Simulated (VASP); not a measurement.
A run of VASP 6.6.1 is set up as follows.

INCAR

```
SYSTEM = H
  ALGO = Normal
  EDIFF = 1E-6
  ENCUT = 520
  GGA = PE
  ISIF = 2
  ISMEAR = -1
  IVDW = 12
  LASPH = .True.
  LCHARG = .False.
  LREAL = .False.
  LWAVE = .False.
  NBANDS = 8
  NELM = 100
  PREC = Accurate
  SIGMA = 0.05
```

KPOINTS

```
k-points
0
Gamma
  11 11 11
  0 0 0
```

Contents of POSCAR:

```
H
1.0
   -1.6915344700      1.6915344700      2.0584739900
    1.6915344700     -1.6915344700      2.0584739900
    1.6915344700      1.6915344700     -2.0584739900
H
2
Direct
    0.0901377100      0.0901377100      0.0000000000
    0.9098622900      0.9098622900      0.0000000000
```

Potentials or basis: VASP PAW PBE potentials, release 64 (H).

Launch:

```console
$ cat potpaw_PBE.64/H/POTCAR > POTCAR
$ mpirun -np 1 vasp_std > vasp.out
```

Task: Estimate the band gap on the k mesh.

Result: 9.05 eV, indirect (least direct gap 9.84 eV).

Task: Estimate the dispersion energy per atom.

Result: -0.019 eV.

Task: What does it give for the largest force?

Result: 0.283 eV/Å.

Task: Predict the pressure.

Result: 0.3 GPa.

Stress tensor (GPa, compression positive):
```
-0.13  0.00  0.00
 0.00 -0.13  0.00
 0.00  0.00  1.29
```

Caveat: three body term missing. A k mesh can miss the band edges.
